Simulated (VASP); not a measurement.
# ZnSe (v.br) (F-43m) in VASP: a series of runs

ZnSe (v.br) is run at these levels: PBE; tasks: single point.

Everything below comes from runs of VASP 6.6.1. Logs are shortened: lines on timing, memory, paths and dates and some standing lists are left out, and cuts for length are marked.

### Step 1. The cell of the first run

The structure is cubic, space group F-43m (No. 216). The conventional cell has a = 5.650 Å, b = 5.650 Å, c = 5.650 Å, α = 90.00°, β = 90.00°, γ = 90.00°. Within 3.2 Å of Zn (site symmetry -43m) lie 4 Se at 2.45 Å. Se (site symmetry -43m) has 4 Zn at 2.45 Å within 3.2 Å.

### Step 2. Single point, PBE

Contents of INCAR:

```
SYSTEM = ZnSe
PREC = Accurate
ENCUT = 500
EDIFF = 1E-6
ISMEAR = 0
SIGMA = 0.02
LREAL = .FALSE.
LASPH = .TRUE.
NELM = 120
ALGO = Normal
ISIF = 2
LWAVE = .FALSE.
LCHARG = .TRUE.
GGA = PE
LELF = .TRUE.
LVHAR = .TRUE.
NBANDS = 16
GGA_COMPAT = .FALSE.
```

Contents of KPOINTS:

```
Automatic mesh
0
G
  8 8 8
  0 0 0
```

Contents of POSCAR:

```
ZnSe
1.0
    0.0000000000      2.8250000000      2.8250000000
    2.8250000000      0.0000000000      2.8250000000
    2.8250000000      2.8250000000      0.0000000000
Zn Se
1 1
Direct
    0.0000000000      0.0000000000      0.0000000000
    0.2500000000      0.2500000000      0.2500000000
```

Potentials or basis: VASP PAW PBE potentials, release 64 (Zn, Se).

Launch:

```sh
> cat potpaw_PBE.64/Zn/POTCAR potpaw_PBE.64/Se/POTCAR > POTCAR
> mpirun -np 1 vasp_std > vasp.out
```

OUTCAR:

```text
SYSTEM = ZnSe
   PREC = Accurate
   ENCUT = 500
   EDIFF = 1E-6
   ISMEAR = 0
   LREAL = .FALSE.
   LASPH = .TRUE.
   NELM = 120
   ISIF = 2
   GGA = PE

 ion  position               nearest neighbor table
   1  0.000  0.000  0.000-   2 2.45   2 2.45   2 2.45   2 2.45
   2  0.250  0.250  0.250-   1 2.45   1 2.45   1 2.45   1 2.45

  LATTYP: Found a face centered cubic cell.
 ALAT       =     5.6500000000

  Lattice vectors:

 A1 = (   0.0000000000,   2.8250000000,   2.8250000000)
 A2 = (   2.8250000000,   0.0000000000,   2.8250000000)
 A3 = (   2.8250000000,   2.8250000000,   0.0000000000)

Analysis of symmetry for initial positions (statically):
=====================================================================
 Subroutine PRICEL returns:
 Original cell was already a primitive cell.

 Routine SETGRP: Setting up the symmetry group for a
 face centered cubic supercell.

 Subroutine GETGRP returns: Found 24 space group operations
 (whereof 24 operations were pure point group operations)
 out of a pool of 48 trial point group operations.

The static configuration has the point symmetry T_d .

Analysis of symmetry for dynamics (positions and initial velocities):
=====================================================================
 Subroutine PRICEL returns:
 Original cell was already a primitive cell.

 Routine SETGRP: Setting up the symmetry group for a
 face centered cubic supercell.

 Subroutine GETGRP returns: Found 24 space group operations
 (whereof 24 operations were pure point group operations)
 out of a pool of 48 trial point group operations.

The dynamic configuration has the point symmetry T_d .

 Subroutine INISYM returns: Found 24 space group operations
 (whereof 24 operations are pure point group operations),
 and found     1 'primitive' translations

----------------------------------------------------------------------------------------

                                     Primitive cell

  volume of cell :      45.0905

  direct lattice vectors                    reciprocal lattice vectors
     0.000000000  2.825000000  2.825000000    -0.176991150  0.176991150  0.176991150
     2.825000000  0.000000000  2.825000000     0.176991150 -0.176991150  0.176991150
     2.825000000  2.825000000  0.000000000     0.176991150  0.176991150 -0.176991150

  length of vectors
     3.995153314  3.995153314  3.995153314     0.306557665  0.306557665  0.306557665

  position of ions in fractional coordinates (direct lattice)
     0.000000000  0.000000000  0.000000000
     0.250000000  0.250000000  0.250000000

  ion indices of the primitive-cell ions
   primitive index   ion index
                 1           1
                 2           2

----------------------------------------------------------------------------------------

 KPOINTS: Automatic mesh

Automatic generation of k-mesh.
 Grid dimensions read from file:
 generate k-points for:    8    8    8

 Generating k-lattice:

  Cartesian coordinates                     Fractional coordinates (reciprocal lattice)
    -0.022123894  0.022123894  0.022123894     0.125000000  0.000000000  0.000000000
     0.022123894 -0.022123894  0.022123894     0.000000000  0.125000000  0.000000000
     0.022123894  0.022123894 -0.022123894     0.000000000  0.000000000  0.125000000

  Length of vectors
     0.038319708  0.038319708  0.038319708

  Shift w.r.t. Gamma in fractional coordinates (k-lattice)
     0.000000000  0.000000000  0.000000000

 Subroutine IBZKPT returns following result:
 ===========================================

 Found     29 irreducible k-points:

 Following reciprocal coordinates:
            Coordinates               Weight
  0.000000  0.000000  0.000000      1.000000
  0.125000  0.000000  0.000000      8.000000
  0.250000  0.000000  0.000000      8.000000
  0.375000  0.000000  0.000000      8.000000
  0.500000  0.000000  0.000000      4.000000
  0.125000  0.125000  0.000000      6.000000
[... 16 lines left out ...]
  0.500000  0.250000  0.125000     48.000000
 -0.375000  0.250000  0.125000     24.000000
 [... further k-points ...]
   k-points           NKPTS =     29   k-points in BZ     NKDIM =     29   number of bands    NBANDS=     16
   number of dos      NEDOS =    301   number of ions     NIONS =      2
   total plane-waves  NPLWV =  27000
   dimension x,y,z NGX =    30 NGY =   30 NGZ =   30
   dimension x,y,z NGXF=    60 NGYF=   60 NGZF=   60
   ions per type =               1   1
   NGX,Y,Z   is equivalent  to a cutoff of  12.48, 12.48, 12.48 a.u.
   NGXF,Y,Z  is equivalent  to a cutoff of  24.97, 24.97, 24.97 a.u.
 SYSTEM =  ZnSe
   PREC   = accura    normal or accurate (medium, high low for compatibility)
   ISTART =      0    job   : 0-new  1-cont  2-samecut
   ICHARG =      2    charge: 1-file 2-atom 10-const
   ISPIN  =      1    spin polarized calculation?
   LNONCOLLINEAR =      F non collinear calculations
   LSORBIT =      F    spin-orbit coupling
   LASPH  =      T    aspherical Exc in radial PAW
   ENCUT  =  500.0 eV  36.75 Ry    6.06 a.u.   7.28  7.28  7.28*2*pi/ulx,y,z
   NELM   =    120;   NELMIN=  2; NELMDL= -5     # of ELM steps
   EDIFF  = 0.1E-05   stopping-criterion for ELM
   LREAL  =      F    real-space projection
   EDIFFG = 0.1E-04   stopping-criterion for IOM
   NSW    =      0    number of steps for IOM
   IBRION =     -1    ionic relax: 0-MD 1-quasi-New 2-CG
   NFREE  =      0    steps in history (QN), initial steepest desc. (CG)
   ISIF   =      2    stress and relaxation
   ISYM   =      2    0-nonsym 1-usesym 2-fastsym
   POTIM  = 0.5000    time-step for ionic-motion
   TEBEG  =    0.0;   TEEND  =   0.0 temperature during run
   PSTRESS=    0.0 pullay stress
   NELECT =      18.0000    total number of electrons
   NUPDOWN=      -1.0000    fix difference up-down
   EMIN   =  10.00;   EMAX   =-10.00  energy-range for DOS
   EFERMI =   0.00;   METHOD = LEGACY
   ISMEAR =     0;   SIGMA  =   0.02  broadening in eV -4-tet -1-fermi 0-gaus
   EFERMI_NEDOS =   21; number of points for ismear=-14 and -15
   IALGO  =     38    algorithm
   IMIX   =      4    mixing-type and parameters
     AMIX     =   0.40;   BMIX     =  1.00
     AMIX_MAG =   1.60;   BMIX_MAG =  1.00
  volume/ion in A,a.u.               =      22.55       152.14
  Fermi-wavevector in a.u.,A,eV,Ry     =   1.205417  2.277907 19.769666  1.453029
  Thomas-Fermi vector in A             =   2.341114
   LORBIT       =      0    0 simple, 1 ext, 2 COOP (PROOUT), +10 PAW based schemes
   GGA     = PE    functional components
   LHFCALC =     F    Hartree Fock is set to
   AEXX    =    0.0000 exact exchange contribution
   IVDW    =     0    specifies the selected vdW correction
   LEPSILON=     F    determine dielectric tensor
   LRPA    =     F    only Hartree local field effects (RPA)
 non-spin polarized calculation
 Gauss-broadening in eV      SIGMA  =   0.02
  energy-cutoff  :      500.00
  volume of cell :       45.09
 maximum number of plane-waves:      1162
 NGX is ok and might be reduce to    30
   NGX = 15   NGY = 15   NGZ = 15

 number of electron      18.0000005 magnetization

 Free energy of the ion-electron system (eV)
  ---------------------------------------------------
  ext. energy  EPLUGINS =         0.00000000
  ---------------------------------------------------
  free energy    TOTEN  =        -6.01297799 eV

  energy without entropy =       -6.01297799  energy(sigma->0) =       -6.01297799

 E-fermi :   1.8038     XC(G=0):  -9.3644

 val. band max:        1.6937773187   @ k =   0.0000   0.0000   0.0000
 cond. band min:       3.0218528441   @ k =   0.0000   0.0000   0.0000
 fundamental gap:      1.3280755254
 Fermi energy:         1.8037873733

 k-point     1 :       0.0000    0.0000    0.0000
  band No.  band energies     occupation
      1     -11.6258      2.00000
      2      -4.8868      2.00000
      3      -4.8868      2.00000
      4      -4.8868      2.00000
      5      -4.5085      2.00000
      6      -4.5085      2.00000
[... 8 lines left out ...]
     15      13.1735      0.00000
     16      13.1735      0.00000

 k-point     2 :       0.1250    0.0000    0.0000
  band No.  band energies     occupation
      1     -11.5233      2.00000
      2      -4.8804      2.00000
      3      -4.8706      2.00000
      4      -4.8706      2.00000
      5      -4.5099      2.00000
      6      -4.5099      2.00000
[... 8 lines left out ...]
     15      12.3835      0.00000
     16      12.5235      0.00000

 k-point     3 :       0.2500    0.0000    0.0000
  band No.  band energies     occupation
      1     -11.2568      2.00000
      2      -4.8351      2.00000
      3      -4.8351      2.00000
      4      -4.8260      2.00000
      5      -4.5084      2.00000
      6      -4.5084      2.00000
[... 8 lines left out ...]
     15      12.1469      0.00000
     16      12.4311      0.00000

 k-point     4 :       0.3750    0.0000    0.0000
  band No.  band energies     occupation
      1     -10.9571      2.00000
      2      -4.8066      2.00000
      3      -4.8066      2.00000
      4      -4.6295      2.00000
      5      -4.4975      2.00000
      6      -4.4975      2.00000
[... 8 lines left out ...]
     15      13.2733      0.00000
     16      13.2733      0.00000

 k-point     5 :       0.5000    0.0000    0.0000
  band No.  band energies     occupation
      1     -10.8205      2.00000
      2      -4.7974      2.00000
      3      -4.7974      2.00000
      4      -4.4896      2.00000
      5      -4.4896      2.00000
      6      -4.3466      2.00000
[... 8 lines left out ...]
     15      14.8388      0.00000
     16      14.8388      0.00000

 k-point     6 :       0.1250    0.1250    0.0000
  band No.  band energies     occupation
      1     -11.4890      2.00000
      2      -4.8959      2.00000
      3      -4.8563      2.00000
      4      -4.8563      2.00000
      5      -4.5202      2.00000
      6      -4.5012      2.00000
[... 8 lines left out ...]
     15      12.9758      0.00000
     16      13.3947      0.00000

 k-point     7 :       0.2500    0.1250    0.0000
  band No.  band energies     occupation
      1     -11.2764      2.00000
      2      -4.8794      2.00000
      3      -4.8186      2.00000
      4      -4.8151      2.00000
      5      -4.5257      2.00000
      6      -4.4948      2.00000
[... 8 lines left out ...]
     15      13.2518      0.00000
     16      13.8385      0.00000

 k-point     8 :       0.3750    0.1250    0.0000
  band No.  band energies     occupation
      1     -10.9833      2.00000
      2      -4.8213      2.00000
      3      -4.7852      2.00000
      4      -4.7097      2.00000
      5      -4.5058      2.00000
      6      -4.4873      2.00000
[... 8 lines left out ...]
     15      13.4809      0.00000
     16      14.0175      0.00000

 k-point     9 :       0.5000    0.1250    0.0000
  band No.  band energies     occupation
      1     -10.7848      2.00000
      2      -4.7966      2.00000
      3      -4.7735      2.00000
      4      -4.5348      2.00000
      5      -4.4876      2.00000
      6      -4.3665      2.00000
[... 8 lines left out ...]
     15      14.1763      0.00000
     16      14.8543      0.00000
[... 172 lines left out ...]
 k-point    19 :       0.5000    0.3750    0.0000
  band No.  band energies     occupation
      1     -10.5916      2.00000
      2      -4.8375      2.00000
      3      -4.6524      2.00000
      4      -4.6352      2.00000
      5      -4.4678      2.00000
      6      -4.3434      2.00000
[... 8 lines left out ...]
     15      15.3466      0.00000
     16      16.0546      0.00000

 k-point    20 :      -0.3750    0.3750    0.0000
  band No.  band energies     occupation
      1     -10.5674      2.00000
      2      -4.7992      2.00000
      3      -4.6729      2.00000
      4      -4.5853      2.00000
      5      -4.4866      2.00000
      6      -4.2382      2.00000
[... 8 lines left out ...]
     15      13.7219      0.00000
     16      17.1238      0.00000

 k-point    21 :       0.5000    0.5000    0.0000
  band No.  band energies     occupation
      1     -10.5467      2.00000
      2      -4.8603      2.00000
      3      -4.6279      2.00000
      4      -4.6279      2.00000
      5      -4.4590      2.00000
      6      -4.3261      2.00000
[... 8 lines left out ...]
     15      15.6530      0.00000
     16      16.1615      0.00000

 k-point    22 :       0.3750    0.2500    0.1250
  band No.  band energies     occupation
      1     -11.0482      2.00000
      2      -4.8459      2.00000
      3      -4.7827      2.00000
      4      -4.7558      2.00000
      5      -4.5233      2.00000
      6      -4.4831      2.00000
[... 8 lines left out ...]
     15      13.9908      0.00000
     16      15.1967      0.00000

 k-point    23 :       0.5000    0.2500    0.1250
  band No.  band energies     occupation
      1     -10.7977      2.00000
      2      -4.7907      2.00000
      3      -4.7579      2.00000
      4      -4.6257      2.00000
      5      -4.4961      2.00000
      6      -4.4439      2.00000
[... 8 lines left out ...]
     15      14.3331      0.00000
     16      15.4392      0.00000

 k-point    24 :      -0.3750    0.2500    0.1250
  band No.  band energies     occupation
      1     -10.6862      2.00000
      2      -4.7820      2.00000
      3      -4.7432      2.00000
      4      -4.5419      2.00000
      5      -4.5015      2.00000
      6      -4.2950      2.00000
[... 8 lines left out ...]
     15      14.4786      0.00000
     16      15.3036      0.00000

 [... further k-points ...]
[... 5 lines left out ...]
  --------------------------------------------------------------------------------------
  -------------------------------------------------------------------------------------
  Total        0.8377771      0.8377771      0.8377771      0.0000000      0.0000000      0.0000000
  in kB       29.7682781     29.7682781     29.7682781      0.0000000      0.0000000      0.0000000
  external PRESSURE =      29.7682781 kB  Pullay stress =       0.0000000 kB

 VOLUME and BASIS-vectors are now :
 -----------------------------------------------------------------------------
  energy-cutoff  :      500.00
  volume of cell :       45.09
      direct lattice vectors                 reciprocal lattice vectors
     0.000000000  2.825000000  2.825000000    -0.176991150  0.176991150  0.176991150
     2.825000000  0.000000000  2.825000000     0.176991150 -0.176991150  0.176991150
     2.825000000  2.825000000  0.000000000     0.176991150  0.176991150 -0.176991150

 POSITION                                       TOTAL-FORCE (eV/Angst)
 -----------------------------------------------------------------------------------
      0.00000      0.00000      0.00000         0.000000     -0.000000     -0.000000
      1.41250      1.41250      1.41250        -0.000000      0.000000      0.000000
 -----------------------------------------------------------------------------------
    total drift:                               -0.000000     -0.000000     -0.000000

  FREE ENERGIE OF THE ION-ELECTRON SYSTEM (eV)
  ---------------------------------------------------
  free  energy   TOTEN  =        -6.0129779927 eV

  energy  without entropy=       -6.0129779927  energy(sigma->0) =       -6.01297799
```

Run time: 22 s. Hardware: 1 thread of Intel Xeon Platinum 8488C (Sapphire Rapids), shared host; peak memory 0.17 GiB.

Results:

| Property | Result |
| --- | --- |
| Free energy | -6.0130 eV |
| Pressure | 3.0 GPa |
| Band gap on the k mesh | 1.33 eV, direct |

Levels at points of the mesh, in eV from the valence-band top:
```
           k point  band 7  band 8  band 9  band 10  band 11  band 12
(0.00, 0.00, 0.00)    0.00    0.00    0.00     1.33     5.80     5.80
(0.50, 0.00, 0.00)   -5.29   -0.88   -0.88     2.56     6.38     6.38
(0.50, 0.50, 0.00)   -4.79   -2.22   -2.22     2.96     3.46    10.81
```

### Step 3. Single point, PBE

Contents of INCAR:

```
  ALGO = Normal
  EDIFF = 1E-6
  ENCUT = 500
  GGA = PE
  GGA_COMPAT = False
  ISIF = 2
  ISMEAR = 0
  LASPH = True
  LCHARG = True
  LELF = True
  LREAL = False
  LVHAR = True
  LWAVE = False
  NBANDS = 16
  NELM = 120
  PREC = Accurate
  SIGMA = 0.02
```

Contents of KPOINTS:

```
k-points
0
Gamma
  8 8 8
```

POSCAR is that of step 2.

Potentials or basis: VASP PAW PBE potentials, release 64 (Zn, Se).

Launch:

```sh
> cat potpaw_PBE.64/Zn/POTCAR potpaw_PBE.64/Se/POTCAR > POTCAR
> mpirun -np 1 vasp_std > vasp.out
```

Wall time 21 s (1 thread of Intel Xeon Platinum 8488C (Sapphire Rapids), shared host); peak memory 0.17 GiB.

Results (log left out):

- Free energy: -6.0130 eV
- Pressure: 3.0 GPa
- Band gap on the k mesh: 1.33 eV, direct

Levels at points of the mesh, in eV from the valence-band top:
```
           k point  band 7  band 8  band 9  band 10  band 11  band 12
(0.00, 0.00, 0.00)    0.00    0.00    0.00     1.33     5.80     5.80
(0.50, 0.00, 0.00)   -5.29   -0.88   -0.88     2.56     6.38     6.38
(0.50, 0.50, 0.00)   -4.79   -2.22   -2.22     2.96     3.46    10.81
```
